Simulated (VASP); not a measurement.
Runs of VASP 6.6.1 on NaH. The structure is that of space group Fm-3m (No. 225), or close to it. The cells are those of the table. 

| task | level | potentials or basis | cell | cutoff (eV) | gap on the mesh (eV) | pressure (GPa) |
| --- | --- | --- | --- | --- | --- | --- |
| single point | r2SCAN | VASP PAW PBE potentials, release 64 (Na_pv, H) | a = 3.518 Å, angles 60.0°, 2 atoms | 520 | (a) | -2.4 |
| relaxation of cell and atoms | PBEsol | VASP PAW PBE potentials, release 64 (Na_pv, H) | relaxed to 20 GPa from a = 3.451 Å, angles 60.0°, 2 atoms | 600 | 4.71 | 20.1 |
| single point | r2SCAN | VASP PAW PBE potentials, release 64 (Na_pv, H) | a = 3.428 Å, angles 60.0°, 2 atoms | 520 | 4.65 | -0.9 |
| single point | LDA | VASP PAW LDA potentials, release 64 (Na_pv, H) | a = 3.474 Å, angles 60.0°, 2 atoms | 520 | 3.63 | -3.0 |
| single point | PBE | VASP PAW PBE potentials, release 64 (Na_pv, H) | a = 3.451 Å, angles 60.0°, 2 atoms | 520 | (c) | -0.7 |
| single point | LDA | VASP PAW LDA potentials, release 64 (Na_pv, H) | a = 3.496 Å, angles 60.0°, 2 atoms | 520 | 3.60 | (d) |
| single point | PBE | VASP PAW PBE potentials, release 64 (Na_pv, H) | a = 3.428 Å, angles 60.0°, 2 atoms | 520 | 4.05 | (b) |
| single point | r2SCAN | VASP PAW PBE potentials, release 64 (Na_pv, H) | a = 3.496 Å, angles 60.0°, 2 atoms | 520 | 4.53 | -2.1 |

Alike in all rows: no spin polarisation; k mesh 9 × 9 × 9; smearing fermi-dirac 0.05 eV.

Fill in the values left out.

(a) 4.50; (b) -0.2; (c) 4.01; (d) -3.3.

Caveats: the PAW data sets were made with another functional, which shifts forces and pressure a little (some runs); the cell is relaxed towards a set pressure, so the enthalpy falls and the energy may rise (some runs).

A k mesh can miss the band edges.
